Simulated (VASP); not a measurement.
# AlCo (Pm-3m) in VASP: a series of runs

Runs on AlCo. Level: PBE. Tasks: single point.

All numbers are computed with VASP 6.6.1; they aren't measurements. Logs are shortened: lines on timing, memory, paths and dates and some standing lists are left out, and cuts for length are marked.

**1. The cell of the first run**

It takes space group Pm-3m (No. 221, cubic). The conventional cell has a = 2.819 Å, b = 2.819 Å, c = 2.819 Å, α = 90.00°, β = 90.00°, γ = 90.00°. Within 3.2 Å of Al (site symmetry m-3m) lie 8 Co at 2.44 Å and 6 Al at 2.82 Å. Co (site symmetry m-3m) has 8 Al at 2.44 Å and 6 Co at 2.82 Å within 3.2 Å.

**2. Single point, PBE, collinear spin, ferromagnetic start**

INCAR

```
SYSTEM = AlCo
ALGO = Normal ; EDIFF = 1E-7
ENCUT = 520 ; GGA = PE
ISIF = 2 ; ISMEAR = -1
ISPIN = 2 ; LASPH = .TRUE.
LCHARG = .FALSE. ; LMAXMIX = 4
LORBIT = 11 ; LREAL = .FALSE.
LWAVE = .FALSE. ; MAGMOM = 0 3.2
NBANDS = 17 ; NELM = 150
PREC = Accurate ; SIGMA = 0.3
```

KPOINTS

```
k-points
0
G
  11 11 11
  0 0 0
```

POSCAR

```
AlCo
1.0
    2.8194032100      0.0000000000      0.0000000000
    0.0000000000      2.8194032100      0.0000000000
    0.0000000000      0.0000000000      2.8194032100
Al Co
1 1
Direct
    0.0000000000      0.0000000000      0.0000000000
    0.5000000000      0.5000000000      0.5000000000
```

Potentials or basis: VASP PAW PBE potentials, release 64 (Al, Co).

Launch:

```bash
$ cat potpaw_PBE.64/Al/POTCAR potpaw_PBE.64/Co/POTCAR > POTCAR
$ mpirun -np 1 vasp_std > vasp.out
```

OUTCAR:

```text
SYSTEM = AlCo
   EDIFF = 1E-7
   ENCUT = 520
   GGA = PE
   ISIF = 2
   ISMEAR = -1
   ISPIN = 2
   LASPH = .TRUE.
   LORBIT = 11
   LREAL = .FALSE.
   NELM = 150
   PREC = Accurate

 ion  position               nearest neighbor table
   1  0.000  0.000  0.000-   2 2.44   2 2.44   2 2.44   2 2.44   2 2.44   2 2.44   2 2.44   2 2.44

   2  0.500  0.500  0.500-   1 2.44   1 2.44   1 2.44   1 2.44   1 2.44   1 2.44   1 2.44   1 2.44

  LATTYP: Found a simple cubic cell.
 ALAT       =     2.8194032100

  Lattice vectors:

 A1 = (   2.8194032100,   0.0000000000,   0.0000000000)
 A2 = (   0.0000000000,   2.8194032100,   0.0000000000)
 A3 = (   0.0000000000,   0.0000000000,   2.8194032100)

Analysis of symmetry for initial positions (statically):
=====================================================================
 Subroutine PRICEL returns:
 Original cell was already a primitive cell.

 Routine SETGRP: Setting up the symmetry group for a
 simple cubic supercell.

 Subroutine GETGRP returns: Found 48 space group operations
 (whereof 48 operations were pure point group operations)
 out of a pool of 48 trial point group operations.

The static configuration has the point symmetry O_h .

Analysis of symmetry for dynamics (positions and initial velocities):
=====================================================================
 Subroutine PRICEL returns:
 Original cell was already a primitive cell.

 Routine SETGRP: Setting up the symmetry group for a
 simple cubic supercell.

 Subroutine GETGRP returns: Found 48 space group operations
 (whereof 48 operations were pure point group operations)
 out of a pool of 48 trial point group operations.

The dynamic configuration has the point symmetry O_h .

Analysis of structural, dynamic, and magnetic symmetry:
=====================================================================
 Subroutine PRICEL returns:
 Original cell was already a primitive cell.

 Routine SETGRP: Setting up the symmetry group for a
 simple cubic supercell.

 Subroutine GETGRP returns: Found 48 space group operations
 (whereof 48 operations were pure point group operations)
 out of a pool of 48 trial point group operations.

The overall configuration has the point symmetry O_h .

 Subroutine INISYM returns: Found 48 space group operations
 (whereof 48 operations are pure point group operations),
 and found     1 'primitive' translations

----------------------------------------------------------------------------------------

                                     Primitive cell

  volume of cell :      22.4115

  direct lattice vectors                    reciprocal lattice vectors
     2.819403210  0.000000000  0.000000000     0.354684990  0.000000000  0.000000000
     0.000000000  2.819403210  0.000000000     0.000000000  0.354684990  0.000000000
     0.000000000  0.000000000  2.819403210     0.000000000  0.000000000  0.354684990

  length of vectors
     2.819403210  2.819403210  2.819403210     0.354684990  0.354684990  0.354684990

  position of ions in fractional coordinates (direct lattice)
     0.000000000  0.000000000  0.000000000
     0.500000000  0.500000000  0.500000000

  ion indices of the primitive-cell ions
   primitive index   ion index
                 1           1
                 2           2

----------------------------------------------------------------------------------------

 KPOINTS: k-points

Automatic generation of k-mesh.
 Grid dimensions read from file:
 generate k-points for:   11   11   11

 Generating k-lattice:

  Cartesian coordinates                     Fractional coordinates (reciprocal lattice)
     0.032244090  0.000000000  0.000000000     0.090909091  0.000000000  0.000000000
     0.000000000  0.032244090  0.000000000     0.000000000  0.090909091  0.000000000
     0.000000000  0.000000000  0.032244090     0.000000000  0.000000000  0.090909091

  Length of vectors
     0.032244090  0.032244090  0.032244090

  Shift w.r.t. Gamma in fractional coordinates (k-lattice)
     0.000000000  0.000000000  0.000000000

 Subroutine IBZKPT returns following result:
 ===========================================

 Found     56 irreducible k-points:

 Following reciprocal coordinates:
            Coordinates               Weight
  0.000000  0.000000  0.000000      1.000000
  0.090909  0.000000  0.000000      6.000000
  0.181818  0.000000  0.000000      6.000000
  0.272727  0.000000  0.000000      6.000000
  0.363636  0.000000  0.000000      6.000000
  0.454545  0.000000  0.000000      6.000000
[... 16 lines left out ...]
  0.181818  0.090909  0.090909     24.000000
  0.272727  0.090909  0.090909     24.000000
 [... further k-points ...]
   k-points           NKPTS =     56   k-points in BZ     NKDIM =     56   number of bands    NBANDS=     17
   number of dos      NEDOS =    301   number of ions     NIONS =      2
   total plane-waves  NPLWV =  13824
   dimension x,y,z NGX =    24 NGY =   24 NGZ =   24
   dimension x,y,z NGXF=    48 NGYF=   48 NGZF=   48
   ions per type =               1   1
   NGX,Y,Z   is equivalent  to a cutoff of  14.15, 14.15, 14.15 a.u.
   NGXF,Y,Z  is equivalent  to a cutoff of  28.30, 28.30, 28.30 a.u.
 SYSTEM =  AlCo
   PREC   = accura    normal or accurate (medium, high low for compatibility)
   ISTART =      0    job   : 0-new  1-cont  2-samecut
   ICHARG =      2    charge: 1-file 2-atom 10-const
   ISPIN  =      2    spin polarized calculation?
   LNONCOLLINEAR =      F non collinear calculations
   LSORBIT =      F    spin-orbit coupling
   LASPH  =      T    aspherical Exc in radial PAW
   ENCUT  =  520.0 eV  38.22 Ry    6.18 a.u.   5.24  5.24  5.24*2*pi/ulx,y,z
   NELM   =    150;   NELMIN=  2; NELMDL= -5     # of ELM steps
   EDIFF  = 0.1E-06   stopping-criterion for ELM
   LREAL  =      F    real-space projection
   EDIFFG = 0.1E-05   stopping-criterion for IOM
   NSW    =      0    number of steps for IOM
   IBRION =     -1    ionic relax: 0-MD 1-quasi-New 2-CG
   NFREE  =      0    steps in history (QN), initial steepest desc. (CG)
   ISIF   =      2    stress and relaxation
   ISYM   =      2    0-nonsym 1-usesym 2-fastsym
   POTIM  = 0.5000    time-step for ionic-motion
   TEBEG  =    0.0;   TEEND  =   0.0 temperature during run
   PSTRESS=    0.0 pullay stress
   NELECT =      12.0000    total number of electrons
   NUPDOWN=      -1.0000    fix difference up-down
   EMIN   =  10.00;   EMAX   =-10.00  energy-range for DOS
   EFERMI =   0.00;   METHOD = LEGACY
   ISMEAR =    -1;   SIGMA  =   0.30  broadening in eV -4-tet -1-fermi 0-gaus
   EFERMI_NEDOS =   21; number of points for ismear=-14 and -15
   IALGO  =     38    algorithm
   IMIX   =      4    mixing-type and parameters
     AMIX     =   0.40;   BMIX     =  1.00
     AMIX_MAG =   1.60;   BMIX_MAG =  1.00
  volume/ion in A,a.u.               =      11.21        75.62
  Fermi-wavevector in a.u.,A,eV,Ry     =   1.329366  2.512138 24.044423  1.767215
  Thomas-Fermi vector in A             =   2.458534
   LORBIT       =     11    0 simple, 1 ext, 2 COOP (PROOUT), +10 PAW based schemes
   GGA     = PE    functional components
   LHFCALC =     F    Hartree Fock is set to
   AEXX    =    0.0000 exact exchange contribution
   IVDW    =     0    specifies the selected vdW correction
   LEPSILON=     F    determine dielectric tensor
   LRPA    =     F    only Hartree local field effects (RPA)
 spin polarized calculation
  energy-cutoff  :      520.00
  volume of cell :       22.41
 maximum number of plane-waves:       621
 NGX is ok and might be reduce to    24
   NGX = 11   NGY = 11   NGZ = 11

 number of electron      11.9999996 magnetization      -0.0001155

 number of electron      11.9999996 magnetization       0.0002158

 Free energy of the ion-electron system (eV)
  ---------------------------------------------------
  ext. energy  EPLUGINS =         0.00000000
  ---------------------------------------------------
  free energy    TOTEN  =       -12.12122882 eV

  energy without entropy =      -11.76708804  energy(sigma->0) =      -11.94415843

 E-fermi :  10.9234     XC(G=0): -12.4243

 val. band max:       10.8778604453   @ k =   0.4545   0.4545   0.0909
 cond. band min:      11.0221204535   @ k =   0.4545   0.4545   0.2727
 fundamental gap:      0.1442600081
 Fermi energy:        10.9234270470

 spin component 1

 k-point     1 :       0.0000    0.0000    0.0000
  band No.  band energies     occupation
      1      -0.2789      1.00000
      2       7.9067      0.99996
      3       7.9067      0.99996
      4      10.1274      0.93423
      5      10.1274      0.93423
      6      10.1274      0.93423
[... 9 lines left out ...]
     16      34.9899      0.00000
     17      34.9899      0.00000
[... 441 lines left out ...]
 k-point    24 :       0.2727    0.0909    0.0909
  band No.  band energies     occupation
      1       1.4367      1.00000
      2       7.4422      0.99999
      3       8.2600      0.99986
      4       9.4567      0.99253
      5       9.5016      0.99133
      6      10.0333      0.95107
[... 9 lines left out ...]
     16      31.7903      0.00000
     17      33.4364      0.00000

 [... further k-points ...]

 spin component 2

 k-point     1 :       0.0000    0.0000    0.0000
  band No.  band energies     occupation
      1      -0.2789      1.00000
      2       7.9070      0.99996
      3       7.9070      0.99996
      4      10.1276      0.93418
      5      10.1276      0.93418
      6      10.1276      0.93418
[... 9 lines left out ...]
     16      34.9899      0.00000
     17      34.9899      0.00000
[... 441 lines left out ...]
 k-point    24 :       0.2727    0.0909    0.0909
  band No.  band energies     occupation
      1       1.4367      1.00000
      2       7.4424      0.99999
      3       8.2604      0.99986
      4       9.4570      0.99252
      5       9.5018      0.99133
      6      10.0335      0.95104
[... 9 lines left out ...]
     16      31.7904      0.00000
     17      33.4365      0.00000

 [... further k-points ...]
[... 5 lines left out ...]
  --------------------------------------------------------------------------------------
  -------------------------------------------------------------------------------------
  Total        1.2381000      1.2381000      1.2381000     -0.0000000     -0.0000000      0.0000000
  in kB       88.5104875     88.5104875     88.5104875     -0.0000000     -0.0000000      0.0000000
  external PRESSURE =      88.5104875 kB  Pullay stress =       0.0000000 kB

 VOLUME and BASIS-vectors are now :
 -----------------------------------------------------------------------------
  energy-cutoff  :      520.00
  volume of cell :       22.41
      direct lattice vectors                 reciprocal lattice vectors
     2.819403210  0.000000000  0.000000000     0.354684990  0.000000000  0.000000000
     0.000000000  2.819403210  0.000000000     0.000000000  0.354684990  0.000000000
     0.000000000  0.000000000  2.819403210     0.000000000  0.000000000  0.354684990

 POSITION                                       TOTAL-FORCE (eV/Angst)
 -----------------------------------------------------------------------------------
      0.00000      0.00000      0.00000         0.000000      0.000000      0.000000
      1.40970      1.40970      1.40970         0.000000      0.000000      0.000000
 -----------------------------------------------------------------------------------
    total drift:                                0.000000     -0.000000     -0.000000

  FREE ENERGIE OF THE ION-ELECTRON SYSTEM (eV)
  ---------------------------------------------------
  free  energy   TOTEN  =       -12.1212288154 eV

  energy  without entropy=      -11.7670880384  energy(sigma->0) =      -11.94415843

 total charge

# of ion       s       p       d       tot
------------------------------------------
    1        0.399   0.446   0.000   0.845
    2        0.452   0.535   7.523   8.510
--------------------------------------------------
tot          0.851   0.982   7.523   9.355

 magnetization (x)

# of ion       s       p       d       tot
------------------------------------------
    1       -0.000  -0.000   0.000  -0.000
    2        0.000  -0.000   0.000   0.000
--------------------------------------------------
tot         -0.000  -0.000   0.000   0.000
```

Run time: 20 s. Hardware: 1 thread of Intel Xeon 6975P-C (Granite Rapids), shared host; peak memory 0.17 GiB.

What came out:

| Quantity | Value |
| --- | --- |
| Free energy | -12.1212 eV |
| Pressure | 8.9 GPa |
| Band gap on the k mesh | zero (filled and empty bands overlap) |
| Net moment | 0.00 μB per cell |
| Valence electrons inside the program's atomic spheres | Al 0.84; Co 8.51 |

Levels at points of the mesh, in eV from the Fermi level:
Spin up:
```
           k point  band 4  band 5  band 6  band 7  band 8  band 9
(0.00, 0.00, 0.00)   -0.80   -0.80   -0.80    6.23    6.23    6.23
```
Spin down:
```csv
k point,band 2,band 3,band 4,band 5,band 6,band 7,band 8,band 9,band 10,band 11
"(0.00, 0.00, 0.00)",-3.02,-3.02,-0.80,-0.80,-0.80,6.23,6.23,6.23,8.96,8.96
```

Caveat: the starting moments collapsed, and a magnetic state may lie lower.

(Part 1 of 2 ends here.)
